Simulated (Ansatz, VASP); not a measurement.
## Two plane-wave programs on BN

```xyz
4
Lattice="2.4889 0.0000 0.0000 -1.2445 2.1555 0.0000 0.0000 0.0000 6.4983" Properties=species:S:1:pos:R:3 pbc="T T T"
B     0.0000    1.4370    1.6246
B     1.2445    0.7185    4.8737
N     0.0000    1.4370    4.8737
N     1.2445    0.7185    1.6246
```

Alike in both runs: functional LDA; k mesh 12 × 12 × 4; occupations gaussian, width 0.02 eV; no spin polarisation.

Ansatz relaxed the structure, and its values are those at the end. VASP's run is a single point on that final structure, the one shown.

```csv
,VASP,Ansatz
version,VASP 6.6.1,Ansatz 0.2.0
potentials or method,"VASP PAW LDA potentials, release 64 (B, N), cutoff 520 eV","scalar-relativistic, plane waves, PAW"
valence electrons in the cell,16,16
```

|  | VASP | Ansatz | Ansatz less VASP |
| --- | --- | --- | --- |
| gap on the k mesh at the Fermi level (eV) | 4.05 | 4.07 | +0.016 |
| least direct gap on the mesh (eV) | 4.47 | 4.49 | +0.017 |
| pressure (GPa) | 0.4 | 0.0 | -0.45 |

LDA's correlation is that of Perdew and Zunger in VASP and of Perdew and Wang (1992) in Ansatz.
